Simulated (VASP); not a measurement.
# KCl in VASP: further runs

Runs on KCl. Level: PBE. Tasks: single point.

All numbers are computed with VASP 6.6.1; they aren't measurements. Logs are shortened: lines on timing, memory, paths and dates and some standing lists are left out, and cuts for length are marked.

## Step 1: The cell of the first run

Symmetry: Cm, No. 8, monoclinic system. The conventional cell has a = 7.589 Å, b = 4.420 Å, c = 15.694 Å, α = 90.00°, β = 99.31°, γ = 90.00°. K (site symmetry m) has 6 Cl at 3.19 to 3.22 Å and 1 K at 3.92 Å within 4.2 Å. K (site symmetry m) has 6 Cl at 3.19 Å and 2 K at 3.87 Å within 4.2 Å. K (site symmetry m) has 6 Cl at 3.19 to 3.20 Å and 2 K at 3.87 to 3.92 Å within 4.2 Å. K (site symmetry m) has 6 Cl at 3.16 to 3.20 Å and 1 K at 3.87 Å within 4.2 Å. Within 4.2 Å of Cl (site symmetry m) lie 6 K at 3.19 to 3.22 Å and 1 Cl at 3.92 Å. Within 4.2 Å of Cl (site symmetry m) lie 6 K at 3.19 to 3.20 Å. Within 4.2 Å of Cl (site symmetry m) lie 6 K at 3.19 to 3.20 Å. Within 4.2 Å of Cl (site symmetry m) lie 6 K at 3.16 to 3.20 Å and 1 Cl at 3.92 Å.

## Step 2: Single point, PBE

INCAR

```
SYSTEM = KCl
ALGO = Normal
EDIFF = 1E-6
ENCUT = 520
GGA = PE
ISIF = 2
ISMEAR = 0
LASPH = .True.
LCHARG = .False.
LREAL = .False.
LWAVE = .False.
NBANDS = 42
NELM = 80
PREC = Accurate
SIGMA = 0.1
```

KPOINTS

```
k-points
0
Gamma
  4 4 1
  0 0 0
```

POSCAR

```
KCl
1.0
    3.7942558113     -2.2100313716      0.0000000000
    3.7942558113      2.2100313716      0.0000000000
   -2.5379069802      0.0000000000     15.4877219085
K Cl
4 4
Direct
    0.8524943527      0.8524943527      0.9980785372
    0.0197085071      0.0197085071      0.5007247618
    0.9369201760      0.9369201760      0.2508960938
    0.1016995344      0.1016995344      0.7504385408
    0.5608566988      0.5608566988      0.1259331692
    0.7263023052      0.7263023052      0.6255617700
    0.3126165108      0.3126165108      0.3757918058
    0.4765321056      0.4765321056      0.8725753215
```

Potentials or basis: VASP PAW PBE potentials, release 64 (K_sv, Cl).

Run with:

```bash
$ cat potpaw_PBE.64/K_sv/POTCAR potpaw_PBE.64/Cl/POTCAR > POTCAR
$ mpirun -np 1 vasp_std > vasp.out
```

OUTCAR:

```text
SYSTEM = KCl
   EDIFF = 1E-6
   ENCUT = 520
   GGA = PE
   ISIF = 2
   ISMEAR = 0
   LASPH = .True.
   LREAL = .False.
   NELM = 80
   PREC = Accurate

 ion  position               nearest neighbor table
   1  0.852  0.852  0.998-   8 3.19   8 3.20   8 3.20   5 3.22   5 3.22   5 3.22
   2  0.020  0.020  0.501-   6 3.19   6 3.19   7 3.19   7 3.19   7 3.19   6 3.19
   3  0.937  0.937  0.251-   7 3.19   5 3.19   5 3.20   5 3.20   7 3.20   7 3.20
   4  0.102  0.102  0.750-   8 3.16   8 3.17   8 3.17   6 3.19   6 3.20   6 3.20
   5  0.561  0.561  0.126-   3 3.19   3 3.20   3 3.20   1 3.22   1 3.22   1 3.22
   6  0.726  0.726  0.626-   4 3.19   2 3.19   2 3.19   2 3.19   4 3.20   4 3.20
   7  0.313  0.313  0.376-   3 3.19   2 3.19   2 3.19   2 3.19   3 3.20   3 3.20
   8  0.477  0.477  0.873-   4 3.16   4 3.17   4 3.17   1 3.19   1 3.20   1 3.20

  LATTYP: Found a base centered monoclinic cell.
 ALAT       =     7.5885116226
 B/A-ratio  =     0.5824676779
 C/A-ratio  =     2.0681634601
 COS(beta)  =    -0.1617090165

  Lattice vectors:

 A1 = (   3.7942558113,  -2.2100313716,   0.0000000000)
 A2 = (   3.7942558113,   2.2100313716,   0.0000000000)
 A3 = (  -2.5379069802,   0.0000000000,  15.4877219085)

Analysis of symmetry for initial positions (statically):
=====================================================================
 Subroutine PRICEL returns:
 Original cell was already a primitive cell.

 Routine SETGRP: Setting up the symmetry group for a
 base centered monoclinic supercell.

 Subroutine GETGRP returns: Found  2 space group operations
 (whereof  2 operations were pure point group operations)
 out of a pool of  4 trial point group operations.

The static configuration has the point symmetry C_1h.

Analysis of symmetry for dynamics (positions and initial velocities):
=====================================================================
 Subroutine PRICEL returns:
 Original cell was already a primitive cell.

 Routine SETGRP: Setting up the symmetry group for a
 base centered monoclinic supercell.

 Subroutine GETGRP returns: Found  2 space group operations
 (whereof  2 operations were pure point group operations)
 out of a pool of  4 trial point group operations.

The dynamic configuration has the point symmetry C_1h.

 Subroutine INISYM returns: Found  2 space group operations
 (whereof  2 operations are pure point group operations),
 and found     1 'primitive' translations

----------------------------------------------------------------------------------------

                                     Primitive cell

  volume of cell :     259.7422

  direct lattice vectors                    reciprocal lattice vectors
     3.794255811 -2.210031372  0.000000000     0.131778147 -0.226241132  0.021593923
     3.794255811  2.210031372  0.000000000     0.131778147  0.226241132  0.021593923
    -2.537906980  0.000000000 15.487721908     0.000000000  0.000000000  0.064567275

  length of vectors
     4.390969805  4.390969805 15.694282454     0.262710539  0.262710539  0.064567275

  position of ions in fractional coordinates (direct lattice)
     0.852494353  0.852494353  0.998078537
     0.019708507  0.019708507  0.500724762
     0.936920176  0.936920176  0.250896094
     0.101699534  0.101699534  0.750438541
     0.560856699  0.560856699  0.125933169
     0.726302305  0.726302305  0.625561770
     0.312616511  0.312616511  0.375791806
     0.476532106  0.476532106  0.872575322

  ion indices of the primitive-cell ions
   primitive index   ion index
                 1           1
                 2           2
                 3           3
                 4           4
                 5           5
                 6           6
                 7           7
                 8           8

----------------------------------------------------------------------------------------

 KPOINTS: k-points

Automatic generation of k-mesh.
 Grid dimensions read from file:
 generate k-points for:    4    4    1

 Generating k-lattice:

  Cartesian coordinates                     Fractional coordinates (reciprocal lattice)
     0.032944537 -0.056560283  0.005398481     0.250000000  0.000000000  0.000000000
     0.032944537  0.056560283  0.005398481     0.000000000  0.250000000  0.000000000
     0.000000000  0.000000000  0.064567275     0.000000000  0.000000000  1.000000000

  Length of vectors
     0.065677635  0.065677635  0.064567275

  Shift w.r.t. Gamma in fractional coordinates (k-lattice)
     0.000000000  0.000000000  0.000000000

 Subroutine IBZKPT returns following result:
 ===========================================

 Found      7 irreducible k-points:

 Following reciprocal coordinates:
            Coordinates               Weight
  0.000000  0.000000  0.000000      1.000000
  0.250000  0.000000  0.000000      4.000000
  0.500000  0.000000  0.000000      2.000000
  0.250000  0.250000  0.000000      2.000000
  0.500000  0.250000  0.000000      4.000000
 -0.250000  0.250000  0.000000      2.000000
  0.500000  0.500000  0.000000      1.000000
   k-points           NKPTS =      7   k-points in BZ     NKDIM =      7   number of bands    NBANDS=     42
   number of dos      NEDOS =    301   number of ions     NIONS =      8
   total plane-waves  NPLWV = 155520
   dimension x,y,z NGX =    36 NGY =   36 NGZ =  120
   dimension x,y,z NGXF=    72 NGYF=   72 NGZF=  240
   ions per type =               4   4
   NGX,Y,Z   is equivalent  to a cutoff of  13.63, 13.63, 12.71 a.u.
   NGXF,Y,Z  is equivalent  to a cutoff of  27.26, 27.26, 25.42 a.u.
 SYSTEM =  KCl
   PREC   = accura    normal or accurate (medium, high low for compatibility)
   ISTART =      0    job   : 0-new  1-cont  2-samecut
   ICHARG =      2    charge: 1-file 2-atom 10-const
   ISPIN  =      1    spin polarized calculation?
   LNONCOLLINEAR =      F non collinear calculations
   LSORBIT =      F    spin-orbit coupling
   LASPH  =      T    aspherical Exc in radial PAW
   ENCUT  =  520.0 eV  38.22 Ry    6.18 a.u.   8.16  8.16 29.18*2*pi/ulx,y,z
   NELM   =     80;   NELMIN=  2; NELMDL= -5     # of ELM steps
   EDIFF  = 0.1E-05   stopping-criterion for ELM
   LREAL  =      F    real-space projection
   EDIFFG = 0.1E-04   stopping-criterion for IOM
   NSW    =      0    number of steps for IOM
   IBRION =     -1    ionic relax: 0-MD 1-quasi-New 2-CG
   NFREE  =      0    steps in history (QN), initial steepest desc. (CG)
   ISIF   =      2    stress and relaxation
   ISYM   =      2    0-nonsym 1-usesym 2-fastsym
   POTIM  = 0.5000    time-step for ionic-motion
   TEBEG  =    0.0;   TEEND  =   0.0 temperature during run
   PSTRESS=    0.0 pullay stress
   NELECT =      64.0000    total number of electrons
   NUPDOWN=      -1.0000    fix difference up-down
   EMIN   =  10.00;   EMAX   =-10.00  energy-range for DOS
   EFERMI =   0.00;   METHOD = LEGACY
   ISMEAR =     0;   SIGMA  =   0.10  broadening in eV -4-tet -1-fermi 0-gaus
   EFERMI_NEDOS =   21; number of points for ismear=-14 and -15
   IALGO  =     38    algorithm
   IMIX   =      4    mixing-type and parameters
     AMIX     =   0.40;   BMIX     =  1.00
     AMIX_MAG =   1.60;   BMIX_MAG =  1.00
  volume/ion in A,a.u.               =      32.47       219.10
  Fermi-wavevector in a.u.,A,eV,Ry     =   1.026331  1.939484 14.331759  1.053355
  Thomas-Fermi vector in A             =   2.160218
   LORBIT       =      0    0 simple, 1 ext, 2 COOP (PROOUT), +10 PAW based schemes
   GGA     = PE    functional components
   LHFCALC =     F    Hartree Fock is set to
   AEXX    =    0.0000 exact exchange contribution
   IVDW    =     0    specifies the selected vdW correction
   LEPSILON=     F    determine dielectric tensor
   LRPA    =     F    only Hartree local field effects (RPA)
 non-spin polarized calculation
 Gauss-broadening in eV      SIGMA  =   0.10
  energy-cutoff  :      520.00
  volume of cell :      259.74
 maximum number of plane-waves:      7012
 NGX is ok and might be reduce to    36

 number of electron      64.0000000 magnetization

 Free energy of the ion-electron system (eV)
  ---------------------------------------------------
  ext. energy  EPLUGINS =         0.00000000
  ---------------------------------------------------
  free energy    TOTEN  =       -27.01081112 eV

  energy without entropy =      -27.01081112  energy(sigma->0) =      -27.01081112

 E-fermi :  -1.3729     XC(G=0):  -7.3664

 val. band max:       -1.9072854088   @ k =   0.0000   0.0000   0.0000
 cond. band min:       3.0230813570   @ k =   0.0000   0.0000   0.0000
 fundamental gap:      4.9303667658
 Fermi energy:        -1.3729232975

 k-point     1 :       0.0000    0.0000    0.0000
  band No.  band energies     occupation
      1     -29.5081      2.00000
      2     -29.3385      2.00000
      3     -29.3299      2.00000
      4     -29.3141      2.00000
      5     -14.2910      2.00000
      6     -14.1814      2.00000
[... 34 lines left out ...]
     41       6.6862      0.00000
     42       6.7587      0.00000

 k-point     2 :       0.2500    0.0000    0.0000
  band No.  band energies     occupation
      1     -29.5045      2.00000
      2     -29.3348      2.00000
      3     -29.3264      2.00000
      4     -29.3105      2.00000
      5     -14.2280      2.00000
      6     -14.1252      2.00000
[... 34 lines left out ...]
     41       6.7528      0.00000
     42       7.0255      0.00000

 k-point     3 :       0.5000    0.0000    0.0000
  band No.  band energies     occupation
      1     -29.5009      2.00000
      2     -29.3310      2.00000
      3     -29.3229      2.00000
      4     -29.3069      2.00000
      5     -14.2464      2.00000
      6     -14.1105      2.00000
[... 132 lines left out ...]
      4     -29.3069      2.00000
      5     -14.2218      2.00000
      6     -14.0794      2.00000
[... 34 lines left out ...]
     41       6.6884      0.00000
     42       7.1574      0.00000

 k-point     7 :       0.5000    0.5000    0.0000
  band No.  band energies     occupation
      1     -29.5007      2.00000
      2     -29.3307      2.00000
      3     -29.3227      2.00000
      4     -29.3066      2.00000
      5     -14.2351      2.00000
      6     -14.1437      2.00000
[... 34 lines left out ...]
     41       7.2795      0.00000
     42       7.4810      0.00000

------------------------ aborting loop because EDIFF is reached ----------------------------------------

  FORCE on cell =-STRESS in cart. coord.  units (eV):
  Direction    XX          YY          ZZ          XY          YZ          ZX
  --------------------------------------------------------------------------------------
  -------------------------------------------------------------------------------------
  Total        0.2337544      0.0386165      0.0371842      0.0000000      0.0000000      0.0228328
  in kB        1.4418755      0.2381998      0.2293648      0.0000000      0.0000000      0.1408407
  external PRESSURE =       0.6364800 kB  Pullay stress =       0.0000000 kB

 VOLUME and BASIS-vectors are now :
 -----------------------------------------------------------------------------
  energy-cutoff  :      520.00
  volume of cell :      259.74
      direct lattice vectors                 reciprocal lattice vectors
     3.794255811 -2.210031372  0.000000000     0.131778147 -0.226241132  0.021593923
     3.794255811  2.210031372  0.000000000     0.131778147  0.226241132  0.021593923
    -2.537906980  0.000000000 15.487721908     0.000000000  0.000000000  0.064567275

 POSITION                                       TOTAL-FORCE (eV/Angst)
 -----------------------------------------------------------------------------------
      3.93613      0.00000     15.45796         0.001044      0.000000     -0.011919
     -1.12123      0.00000      7.75509        -0.001522      0.000000     -0.000834
      6.47308      0.00000      3.88581        -0.001174      0.000000     -0.003854
     -1.13280      0.00000     11.62258         0.001251      0.000000      0.004487
      3.93646      0.00000      1.95042        -0.000518      0.000000      0.006734
      3.92394      0.00000      9.68853         0.000314      0.000000      0.001176
      1.41857      0.00000      5.82016         0.000062      0.000000      0.000239
      1.40165      0.00000     13.51420         0.000543      0.000000      0.003971
 -----------------------------------------------------------------------------------
    total drift:                               -0.000073     -0.000000     -0.000612

  FREE ENERGIE OF THE ION-ELECTRON SYSTEM (eV)
  ---------------------------------------------------
  free  energy   TOTEN  =       -27.0108111219 eV

  energy  without entropy=      -27.0108111219  energy(sigma->0) =      -27.01081112
```

Wall time 72 s (1 thread of Intel Xeon Platinum 8488C (Sapphire Rapids), shared host); peak memory 0.4 GiB.

Results:

```
Free energy            : -27.0108 eV
Pressure               : 0.1 GPa
Largest force          : 0.012 eV/Å
Band gap on the k mesh : 4.93 eV, direct
```

Forces in eV/Å, atoms in the order of the input:
```
K    0.001  0.000 -0.012
K   -0.002  0.000 -0.001
K   -0.001  0.000 -0.004
K    0.001  0.000  0.004
Cl  -0.001  0.000  0.007
Cl   0.000  0.000  0.001
Cl   0.000  0.000  0.000
Cl   0.001  0.000  0.004
```

Levels at points of the mesh, in eV from the valence-band top:
```csv
k point,band 28,band 29,band 30,band 31,band 32,band 33,band 34,band 35,band 36,band 37
"(0.00, 0.00, 0.00)",-0.08,-0.08,-0.07,-0.02,0.00,4.93,6.01,6.14,7.42,7.49
"(0.50, 0.00, 0.00)",-0.37,-0.26,-0.23,-0.22,-0.19,6.62,6.99,7.50,7.65,7.71
"(0.50, 0.50, 0.00)",-0.38,-0.28,-0.25,-0.22,-0.20,6.57,7.11,7.39,7.62,7.71
```

## Step 3: Single point, PBE

This run uses another cell than the first one, of the same volume but with other edges.

INCAR

```
SYSTEM = KCl
PREC     = Accurate       ! precision mode
ENCUT    = 520            ! plane-wave cutoff, eV
EDIFF    = 1E-6           ! SCF threshold, eV
ISMEAR   = 0              ! smearing method
SIGMA    = 0.1            ! smearing width, eV
LREAL    = .False.        ! projectors in reciprocal space
LASPH    = .True.         ! aspherical terms in the spheres
NELM     = 80             ! most SCF steps
ALGO     = Normal         ! electronic algorithm
ISIF     = 2              ! what is computed and relaxed
LWAVE    = .False.        ! write WAVECAR
LCHARG   = .True.         ! write CHGCAR
GGA      = PE             ! functional
LELF     = .True.         ! ELF
LVHAR    = .True.       
NBANDS   = 42             ! bands
```

KPOINTS

```
Automatic mesh
0
Gamma
  4 4 1
  0 0 0
```

POSCAR

```
KCl
1.0
    4.1826430242     -1.1490932556     -0.6500385648
   -1.1782695046      4.2159919768     -0.4010687763
   -2.4265631817     -1.4443760673     16.6485353151
K Cl
4 4
Direct
    0.1436627216      0.7912903422     -0.0019214628
   -0.0193672820      0.4600424226      0.5007247618
    0.5617239607      0.1253856712      0.2508960938
    0.3983530230     -0.2079689967      0.7504385408
    0.6886738687      0.6251715495      0.1259331692
    0.5218905550      0.2896508477      0.6255617700
    0.4366288782      0.6267875463      0.3757918058
    0.2684342749      0.2896406171      0.8725753215
```

Potentials or basis: VASP PAW PBE potentials, release 64 (K_sv, Cl).

Run with:

```bash
$ cat potpaw_PBE.64/K_sv/POTCAR potpaw_PBE.64/Cl/POTCAR > POTCAR
$ mpirun -np 1 vasp_std > vasp.out
```

Wall time 1.8 min (1 thread of Intel Xeon Platinum 8488C (Sapphire Rapids), shared host); peak memory 0.42 GiB.

It converged, with:

| Quantity | Value |
| --- | --- |
| Free energy | -27.0107 eV |
| Pressure | 0.1 GPa |
| Largest force | 0.012 eV/Å |
| Band gap on the k mesh | 4.93 eV, direct |

Forces on the atoms (eV/Å):
```
K   -0.005 -0.003 -0.011
K   -0.004 -0.006  0.001
K    0.002  0.001 -0.004
K   -0.002  0.000  0.005
Cl   0.002  0.001  0.006
Cl   0.005  0.005 -0.001
Cl   0.002  0.002 -0.001
Cl  -0.001  0.000  0.004
```

Stress tensor (GPa, compression positive):
```
 0.09 -0.06 -0.02
-0.06  0.07  0.01
-0.02  0.01  0.03
```

Levels at points of the mesh, in eV from the valence-band top:
| k point | band 30 | band 31 | band 32 | band 33 | band 34 | band 35 |
| --- | --- | --- | --- | --- | --- | --- |
| (0.00, 0.00, 0.00) | -0.07 | -0.02 | 0.00 | 4.93 | 6.01 | 6.14 |
| (0.50, 0.00, 0.00) | -0.23 | -0.22 | -0.19 | 6.62 | 6.98 | 7.50 |
| (0.00, 0.50, 0.00) | -0.23 | -0.22 | -0.18 | 6.57 | 7.11 | 7.39 |
| (0.50, 0.50, 0.00) | -0.24 | -0.22 | -0.21 | 6.61 | 6.97 | 7.51 |

Caveat: the k points lie up to 0.44 Å⁻¹ apart.
